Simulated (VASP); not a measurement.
# TiO2 (P4_2/mnm) in VASP: a series of runs

The runs below take TiO2 through single point, with LDA.

All numbers are computed with VASP 6.6.1; they aren't measurements. Logs are shortened: lines on timing, memory, paths and dates and some standing lists are left out, and cuts for length are marked.

**1. The cell of the first run**

The structure is tetragonal, space group P4_2/mnm (No. 136). The conventional cell has a = 4.588 Å, b = 4.588 Å, c = 2.715 Å, α = 90.00°, β = 90.00°, γ = 90.00°. Within 2.5 Å of Ti (site symmetry mmm) lie 6 O at 1.86 to 1.97 Å. Within 2.6 Å of O (site symmetry m2m) lie 3 Ti at 1.86 to 1.97 Å and 1 O at 2.54 Å.

**2. Single point, LDA (9.53 Å³/atom)**

The input, INCAR:

```
ALGO     = Normal         # electronic algorithm
EDIFF    = 1E-6           # SCF threshold, eV
ENCUT    = 520            # plane-wave cutoff, eV
GGA      = CA             # functional
ISIF     = 2              # what is computed and relaxed
ISMEAR   = 0              # smearing method
LASPH    = True           # aspherical terms in the spheres
LCHARG   = False          # write CHGCAR
LREAL    = False          # projectors in reciprocal space
LWAVE    = False          # write WAVECAR
NBANDS   = 33             # bands
NELM     = 80             # most SCF steps
PREC     = Accurate       # precision mode
SIGMA    = 0.05           # smearing width, eV
```

The input, KPOINTS:

```
k-points
0
Gamma
  8 8 10
```

The input, POSCAR:

```
TiO2
1.0
    4.5880585934      0.0000000000      0.0000000000
    0.0000000000      4.5880585934      0.0000000000
    0.0000000000      0.0000000000      2.7152130756
Ti O
2 4
Direct
    0.0000000000      0.0000000000      0.0000000000
    0.5000000000      0.5000000000      0.5000000000
    0.3039457556      0.3039457556      0.0000000000
    0.1960542444      0.8039457556      0.5000000000
    0.6960542444      0.6960542444      0.0000000000
    0.8039457556      0.1960542444      0.5000000000
```

Potentials or basis: VASP PAW LDA potentials, release 64 (Ti_sv, O).

The run is started by

```
> cat potpaw_LDA.64/Ti_sv/POTCAR potpaw_LDA.64/O/POTCAR > POTCAR
> mpirun -np 1 vasp_std > vasp.out
```

OUTCAR:

```text
EDIFF = 1E-6
   ENCUT = 520
   GGA = CA
   ISIF = 2
   ISMEAR = 0
   LASPH = True
   LREAL = False
   NELM = 80
   PREC = Accurate

 ion  position               nearest neighbor table
   1  0.000  0.000  0.000-   4 1.86   6 1.86   4 1.86   6 1.86   5 1.97   3 1.97
   2  0.500  0.500  0.500-   3 1.86   5 1.86   3 1.86   5 1.86   4 1.97   6 1.97
   3  0.304  0.304  0.000-   2 1.86   2 1.86   1 1.97
   4  0.196  0.804  0.500-   1 1.86   1 1.86   2 1.97
   5  0.696  0.696  0.000-   2 1.86   2 1.86   1 1.97
   6  0.804  0.196  0.500-   1 1.86   1 1.86   2 1.97

  LATTYP: Found a simple tetragonal cell.
 ALAT       =     4.5880585934
 C/A-ratio  =     0.5918000000

  Lattice vectors:

 A1 = (   4.5880585934,   0.0000000000,   0.0000000000)
 A2 = (   0.0000000000,   4.5880585934,   0.0000000000)
 A3 = (   0.0000000000,   0.0000000000,   2.7152130756)

Analysis of symmetry for initial positions (statically):
=====================================================================
 Subroutine PRICEL returns:
 Original cell was already a primitive cell.

 Routine SETGRP: Setting up the symmetry group for a
 simple tetragonal supercell.

 Subroutine GETGRP returns: Found 16 space group operations
 (whereof  8 operations were pure point group operations)
 out of a pool of 16 trial point group operations.

The static configuration has the point symmetry D_2h.
 The point group associated with its full space group is D_4h.

Analysis of symmetry for dynamics (positions and initial velocities):
=====================================================================
 Subroutine PRICEL returns:
 Original cell was already a primitive cell.

 Routine SETGRP: Setting up the symmetry group for a
 simple tetragonal supercell.

 Subroutine GETGRP returns: Found 16 space group operations
 (whereof  8 operations were pure point group operations)
 out of a pool of 16 trial point group operations.

The dynamic configuration has the point symmetry D_2h.
 The point group associated with its full space group is D_4h.

 Subroutine INISYM returns: Found 16 space group operations
 (whereof  8 operations are pure point group operations),
 and found     1 'primitive' translations

----------------------------------------------------------------------------------------

                                     Primitive cell

  volume of cell :      57.1560

  direct lattice vectors                    reciprocal lattice vectors
     4.588058593  0.000000000  0.000000000     0.217957112  0.000000000  0.000000000
     0.000000000  4.588058593  0.000000000     0.000000000  0.217957112  0.000000000
     0.000000000  0.000000000  2.715213076     0.000000000  0.000000000  0.368295221

  length of vectors
     4.588058593  4.588058593  2.715213076     0.217957112  0.217957112  0.368295221

  position of ions in fractional coordinates (direct lattice)
     0.000000000  0.000000000  0.000000000
     0.500000000  0.500000000  0.500000000
     0.303945756  0.303945756  0.000000000
     0.196054244  0.803945756  0.500000000
     0.696054244  0.696054244  0.000000000
     0.803945756  0.196054244  0.500000000

  ion indices of the primitive-cell ions
   primitive index   ion index
                 1           1
                 2           2
                 3           3
                 4           4
                 5           5
                 6           6

----------------------------------------------------------------------------------------

 KPOINTS: k-points

Automatic generation of k-mesh.
 Grid dimensions read from file:
 generate k-points for:    8    8   10

 Generating k-lattice:

  Cartesian coordinates                     Fractional coordinates (reciprocal lattice)
     0.027244639  0.000000000  0.000000000     0.125000000  0.000000000  0.000000000
     0.000000000  0.027244639  0.000000000     0.000000000  0.125000000  0.000000000
     0.000000000  0.000000000  0.036829522     0.000000000  0.000000000  0.100000000

  Length of vectors
     0.027244639  0.027244639  0.036829522

  Shift w.r.t. Gamma in fractional coordinates (k-lattice)
     0.000000000  0.000000000  0.000000000

 Subroutine IBZKPT returns following result:
 ===========================================

 Found     90 irreducible k-points:

 Following reciprocal coordinates:
            Coordinates               Weight
  0.000000  0.000000  0.000000      1.000000
  0.125000  0.000000  0.000000      4.000000
  0.250000  0.000000  0.000000      4.000000
  0.375000  0.000000  0.000000      4.000000
  0.500000  0.000000  0.000000      2.000000
  0.125000  0.125000  0.000000      4.000000
[... 16 lines left out ...]
  0.375000  0.125000  0.100000     16.000000
  0.500000  0.125000  0.100000      8.000000
 [... further k-points ...]
   k-points           NKPTS =     90   k-points in BZ     NKDIM =     90   number of bands    NBANDS=     33
   number of dos      NEDOS =    301   number of ions     NIONS =      6
   total plane-waves  NPLWV =  25920
   dimension x,y,z NGX =    36 NGY =   36 NGZ =   20
   dimension x,y,z NGXF=    72 NGYF=   72 NGZF=   40
   ions per type =               2   4
   NGX,Y,Z   is equivalent  to a cutoff of  13.04, 13.04, 12.25 a.u.
   NGXF,Y,Z  is equivalent  to a cutoff of  26.09, 26.09, 24.49 a.u.
 SYSTEM =  unknown system
   PREC   = accura    normal or accurate (medium, high low for compatibility)
   ISTART =      0    job   : 0-new  1-cont  2-samecut
   ICHARG =      2    charge: 1-file 2-atom 10-const
   ISPIN  =      1    spin polarized calculation?
   LNONCOLLINEAR =      F non collinear calculations
   LSORBIT =      F    spin-orbit coupling
   LASPH  =      T    aspherical Exc in radial PAW
   ENCUT  =  520.0 eV  38.22 Ry    6.18 a.u.   8.53  8.53  5.05*2*pi/ulx,y,z
   NELM   =     80;   NELMIN=  2; NELMDL= -5     # of ELM steps
   EDIFF  = 0.1E-05   stopping-criterion for ELM
   LREAL  =      F    real-space projection
   EDIFFG = 0.1E-04   stopping-criterion for IOM
   NSW    =      0    number of steps for IOM
   IBRION =     -1    ionic relax: 0-MD 1-quasi-New 2-CG
   NFREE  =      0    steps in history (QN), initial steepest desc. (CG)
   ISIF   =      2    stress and relaxation
   ISYM   =      2    0-nonsym 1-usesym 2-fastsym
   POTIM  = 0.5000    time-step for ionic-motion
   TEBEG  =    0.0;   TEEND  =   0.0 temperature during run
   PSTRESS=    0.0 pullay stress
   NELECT =      48.0000    total number of electrons
   NUPDOWN=      -1.0000    fix difference up-down
   EMIN   =  10.00;   EMAX   =-10.00  energy-range for DOS
   EFERMI =   0.00;   METHOD = LEGACY
   ISMEAR =     0;   SIGMA  =   0.05  broadening in eV -4-tet -1-fermi 0-gaus
   EFERMI_NEDOS =   21; number of points for ismear=-14 and -15
   IALGO  =     38    algorithm
   IMIX   =      4    mixing-type and parameters
     AMIX     =   0.40;   BMIX     =  1.00
     AMIX_MAG =   1.60;   BMIX_MAG =  1.00
  volume/ion in A,a.u.               =       9.53        64.28
  Fermi-wavevector in a.u.,A,eV,Ry     =   1.544548  2.918772 32.458430  2.385627
  Thomas-Fermi vector in A             =   2.650053
   LORBIT       =      0    0 simple, 1 ext, 2 COOP (PROOUT), +10 PAW based schemes
   GGA     = CA    functional components
   LHFCALC =     F    Hartree Fock is set to
   AEXX    =    0.0000 exact exchange contribution
   IVDW    =     0    specifies the selected vdW correction
   LEPSILON=     F    determine dielectric tensor
   LRPA    =     F    only Hartree local field effects (RPA)
 non-spin polarized calculation
 Gauss-broadening in eV      SIGMA  =   0.05
  energy-cutoff  :      520.00
  volume of cell :       57.16
 maximum number of plane-waves:      1562
 NGX is ok and might be reduce to    36
   NGX = 17   NGY = 17   NGZ = 11

 number of electron      48.0000019 magnetization

 Free energy of the ion-electron system (eV)
  ---------------------------------------------------
  ext. energy  EPLUGINS =         0.00000000
  ---------------------------------------------------
  free energy    TOTEN  =       -58.22265084 eV

  energy without entropy =      -58.22265084  energy(sigma->0) =      -58.22265084

 E-fermi :   5.4486     XC(G=0): -12.4337

 val. band max:        5.1555172148   @ k =   0.1250   0.1250   0.0000
 cond. band min:       7.2281862590   @ k =   0.5000   0.5000   0.0000
 fundamental gap:      2.0726690442
 Fermi energy:         5.4485832604

 k-point     1 :       0.0000    0.0000    0.0000
  band No.  band energies     occupation
      1     -50.3543      2.00000
      2     -50.3290      2.00000
      3     -27.1935      2.00000
      4     -27.1935      2.00000
      5     -26.9194      2.00000
      6     -26.9194      2.00000
[... 25 lines left out ...]
     32      13.0530      0.00000
     33      13.0922      0.00000

 k-point     2 :       0.1250    0.0000    0.0000
  band No.  band energies     occupation
      1     -50.3533      2.00000
      2     -50.3300      2.00000
      3     -27.1871      2.00000
      4     -27.1865      2.00000
      5     -26.9274      2.00000
      6     -26.9267      2.00000
[... 25 lines left out ...]
     32      13.0019      0.00000
     33      13.0208      0.00000

 k-point     3 :       0.2500    0.0000    0.0000
  band No.  band energies     occupation
      1     -50.3506      2.00000
      2     -50.3327      2.00000
      3     -27.1699      2.00000
      4     -27.1681      2.00000
      5     -26.9483      2.00000
      6     -26.9464      2.00000
[... 25 lines left out ...]
     32      12.8757      0.00000
     33      12.9014      0.00000

 k-point     4 :       0.3750    0.0000    0.0000
  band No.  band energies     occupation
      1     -50.3464      2.00000
      2     -50.3368      2.00000
      3     -27.1483      2.00000
      4     -27.1461      2.00000
      5     -26.9728      2.00000
      6     -26.9706      2.00000
[... 673 lines left out ...]
     32      12.4338      0.00000
     33      12.8476      0.00000

 k-point    23 :       0.3750    0.1250    0.1000
  band No.  band energies     occupation
      1     -50.3349      2.00000
      2     -50.3264      2.00000
      3     -27.1506      2.00000
      4     -27.1133      2.00000
      5     -26.9808      2.00000
      6     -26.9394      2.00000
[... 25 lines left out ...]
     32      12.2629      0.00000
     33      12.7137      0.00000

 k-point    24 :       0.5000    0.1250    0.1000
  band No.  band energies     occupation
      1     -50.3307      2.00000
      2     -50.3307      2.00000
      3     -27.1279      2.00000
      4     -27.1279      2.00000
      5     -26.9656      2.00000
      6     -26.9656      2.00000
[... 25 lines left out ...]
     32      11.9444      0.00000
     33      12.7038      0.00000

 [... further k-points ...]

------------------------ aborting loop because EDIFF is reached ----------------------------------------

  FORCE on cell =-STRESS in cart. coord.  units (eV):
  Direction    XX          YY          ZZ          XY          YZ          ZX
  --------------------------------------------------------------------------------------
  -------------------------------------------------------------------------------------
  Total        4.0720001      4.0720001     16.5197139     -0.0000000      0.0000000      0.0000000
  in kB      114.1449048    114.1449048    463.0749369     -0.0000000      0.0000000      0.0000000
  external PRESSURE =     230.4549155 kB  Pullay stress =       0.0000000 kB

 VOLUME and BASIS-vectors are now :
 -----------------------------------------------------------------------------
  energy-cutoff  :      520.00
  volume of cell :       57.16
      direct lattice vectors                 reciprocal lattice vectors
     4.588058593  0.000000000  0.000000000     0.217957112  0.000000000  0.000000000
     0.000000000  4.588058593  0.000000000     0.000000000  0.217957112  0.000000000
     0.000000000  0.000000000  2.715213076     0.000000000  0.000000000  0.368295221

 POSITION                                       TOTAL-FORCE (eV/Angst)
 -----------------------------------------------------------------------------------
      0.00000      0.00000      0.00000         0.000000      0.000000     -0.000000
      2.29403      2.29403      1.35761         0.000000      0.000000     -0.000000
      1.39452      1.39452      0.00000        -0.533245     -0.533245      0.000000
      0.89951      3.68855      1.35761         0.533245     -0.533245     -0.000000
      3.19354      3.19354      0.00000         0.533245      0.533245     -0.000000
      3.68855      0.89951      1.35761        -0.533245      0.533245     -0.000000
 -----------------------------------------------------------------------------------
    total drift:                                0.000000      0.000000      0.000000

  FREE ENERGIE OF THE ION-ELECTRON SYSTEM (eV)
  ---------------------------------------------------
  free  energy   TOTEN  =       -58.2226508376 eV

  energy  without entropy=      -58.2226508376  energy(sigma->0) =      -58.22265084
```

Run time: 53 s. Hardware: 1 thread of Intel Xeon 6975P-C (Granite Rapids), shared host; peak memory 0.24 GiB.

What came out:

- Free energy: -58.2227 eV
- Pressure: 23.0 GPa
- Largest force: 0.754 eV/Å
- Band gap on the k mesh: 2.07 eV (least direct gap 2.11 eV)

Forces on the atoms (eV/Å):
```
Ti   0.000  0.000  0.000
Ti   0.000  0.000  0.000
O   -0.533 -0.533  0.000
O    0.533 -0.533  0.000
O    0.533  0.533  0.000
O   -0.533  0.533  0.000
```

Caveat: the cell stands under pressure.

(Part 1 of 2 ends here.)
